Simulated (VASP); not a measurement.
Wanted: the native input for a VASP 6.6.1 run.

| Property | Result |
| --- | --- |
| Task | single point |
| Functional | PBE0 |
| Potentials or basis | VASP PAW PBE potentials, release 64 (K_sv, I) |
| Cutoff | 520 eV |
| k mesh | 4 × 4 × 4 |
| Occupations | gaussian, width 0.01 eV |
| Spin | no spin polarisation |
| Dipole correction | no |
| Grid for exact exchange (PRECFOCK) | Normal |
| Further INCAR settings | ALGO = Normal; EDIFF = 1e-07; NBANDS = 15 |
| Share of exact exchange | 0.25 |

Crystal: KI.

```
K I
1.0
     0.00000    3.54457    3.54457
     3.54457    0.00000    3.54457
     3.54457    3.54457    0.00000
K I
1 1
Direct
  0.00000 0.00000 0.00000
  0.50000 0.50000 0.50000
```

One way to write it, as run:

POSCAR

```
KI
1.0
    0.0000000000      3.5445661589      3.5445661589
    3.5445661589      0.0000000000      3.5445661589
    3.5445661589      3.5445661589      0.0000000000
K I
1 1
Direct
    0.0000000000      0.0000000000      0.0000000000
    0.5000000000      0.5000000000      0.5000000000
```

INCAR.step1

```
SYSTEM = KI
ALGO = Normal
EDIFF = 1E-5
ENCUT = 520
GGA = PE
ISIF = 2
ISMEAR = 0
LASPH = .TRUE.
LREAL = .FALSE.
LWAVE = .TRUE.
NBANDS = 15
NELM = 80
PREC = Accurate
SIGMA = 0.01
```

INCAR.step2

```
SYSTEM = KI
AEXX = 0.25
ALGO = Normal
EDIFF = 1E-7
ENCUT = 520
GGA = PE
ISIF = 2
ISMEAR = 0
ISTART = 1
LASPH = .TRUE.
LCHARG = .TRUE.
LELF = .TRUE.
LHFCALC = .TRUE.
LREAL = .FALSE.
LVHAR = .TRUE.
LWAVE = .FALSE.
NBANDS = 15
NELM = 80
PREC = Accurate
PRECFOCK = Normal
SIGMA = 0.01
```

KPOINTS

```
k-points
0
G
  4 4 4
  0 0 0
```

Potentials or basis: VASP PAW PBE potentials, release 64 (K_sv, I).

Launch:

```sh
$ cat potpaw_PBE.64/K_sv/POTCAR potpaw_PBE.64/I/POTCAR > POTCAR
$ cp INCAR.step1 INCAR
$ mpirun -np 1 vasp_std > vasp.out
$ cp INCAR.step2 INCAR
$ mpirun -np 1 vasp_std > vasp.out
```

It gave:

The pressure is 0.2 GPa and the band gap on the k mesh is 5.64 eV.

Caveat: the PAW data sets were made with another functional, which shifts forces and pressure a little; spin-orbit coupling is left out, which moves the levels of the heavy elements.

Wall time 5.1 min on 1 thread of AMD EPYC 9R45 96-Core Processor (Zen 5), on a shared host, peak memory 0.22 GiB.
